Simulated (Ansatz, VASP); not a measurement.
## One calculation of ScSiS3, two programs

Contents of INCAR:

```
ALGO = Normal ; EDIFF = 1E-7
ENCUT = 520 ; GGA = PE
ISIF = 2 ; ISMEAR = 0
LASPH = T ; LCHARG = F
LREAL = F ; LWAVE = F
NBANDS = 24 ; NELM = 100
PREC = Accurate ; SIGMA = 0.1
```

The input KPOINTS:

```
k-points
0
Gamma
  4 4 2
```

Contents of POSCAR:

```
ScSiS3
1.0
    3.8870871600      0.0000000000      0.0000000000
    0.0000000000      3.8870871600      0.0000000000
    0.0000000000      0.0000000000      8.2217368700
Sc Si S
1 1 3
Direct
    0.5000000000      0.5000000000      0.5000000000
    0.0000000000      0.0000000000      0.5000000000
    0.0000000000      0.0000000000      0.0000000000
    0.5000000000      0.5000000000      0.7361531800
    0.5000000000      0.5000000000      0.2638468200
```

Input for Ansatz:

```yaml
crystal:
  lattice:
    - [3.88708716, 0.0, 0.0]
    - [0.0, 3.88708716, 0.0]
    - [0.0, 0.0, 8.22173687]
  atoms:
    - { symbol: Sc, position: [0.5, 0.5, 0.5] }
    - { symbol: Si, position: [0.0, 0.0, 0.5] }
    - { symbol: S, position: [0.0, 0.0, 0.0] }
    - { symbol: S, position: [0.5, 0.5, 0.73615318] }
    - { symbol: S, position: [0.5, 0.5, 0.26384682] }
basis:
  ecutwfc: 420
kpoints:
  mp_grid: { grid: [4, 4, 2] }
hamiltonian:
  xc: pbe
scf:
  occupations: { method: gaussian, width: 0.1 }
  lower_state_search: "off"
output:
  forces: true
  stress: true
  eigenvalues: true
```

Alike in both runs: task single point; functional PBE; k mesh 4 × 4 × 2; occupations gaussian, width 0.1 eV; no spin polarisation.

|  | VASP | Ansatz |
| --- | --- | --- |
| version | VASP 6.6.1 | Ansatz 0.2.0 |
| potentials or method | VASP PAW PBE potentials, release 64 (Sc_sv, Si, S), cutoff 520 eV | scalar-relativistic, plane waves, PAW |
| valence electrons in the cell | 33 | 33 |

Ansatz gave:

* gap on the k mesh at the Fermi level (eV): none
* pressure (GPa): 10.9
* traceless stress, the component that is largest in VASP (GPa): 27.15
* rms of the force components (eV/Å): 3.114

Estimate VASP's values.

gap on the k mesh at the Fermi level (eV): none; pressure (GPa): 10.9; traceless stress, the component that is largest in VASP (GPa): 27.17; rms of the force components (eV/Å): 3.119.

Atom by atom the forces differ by 0.005 eV/Å (rms over components). A gap of «none» marks a metal or a gap that the smearing closes.

The k mesh is coarse, so the values compare programs but aren't converged.
